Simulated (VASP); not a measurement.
Input of a VASP 6.6.1 run:

The input INCAR:

```
SYSTEM = BP
PREC = Accurate
ENCUT = 600
EDIFF = 1E-8
ISMEAR = 0
SIGMA = 0.01
LREAL = .False.
LASPH = .True.
NELM = 100
ALGO = Normal
ISIF = 3
LWAVE = .False.
LCHARG = .True.
GGA = PS
IBRION = 6
NFREE = 2
POTIM = 0.015
NSW = 1
```

File KPOINTS:

```
Automatic mesh
0
Gamma
  10 10 10
  0 0 0
```

The input POSCAR:

```
BP
1.0
    0.0000000000      2.2600700614      2.2600700614
    2.2600700614      0.0000000000      2.2600700614
    2.2600700614      2.2600700614      0.0000000000
B P
1 1
Direct
    0.0000000000      0.0000000000      0.0000000000
    0.7500000000      0.7500000000      0.7500000000
```

Potentials or basis: VASP PAW PBE potentials, release 64 (B, P).

The run is started by

```bash
$ cat potpaw_PBE.64/B/POTCAR potpaw_PBE.64/P/POTCAR > POTCAR
$ mpirun -np 1 vasp_std > vasp.out
```

(1) What does it give for the elastic constants C11, C12, C44?

(2) Estimate the Voigt bulk modulus.

(3) Predict the highest phonon frequency at Γ, LO-TO splitting left out.

Results:

(1) 347, 81, 189 GPa.

(2) 170 GPa.

(3) 811 cm⁻¹.

Caveat: the PAW data sets were made with another functional, which shifts forces and pressure a little.
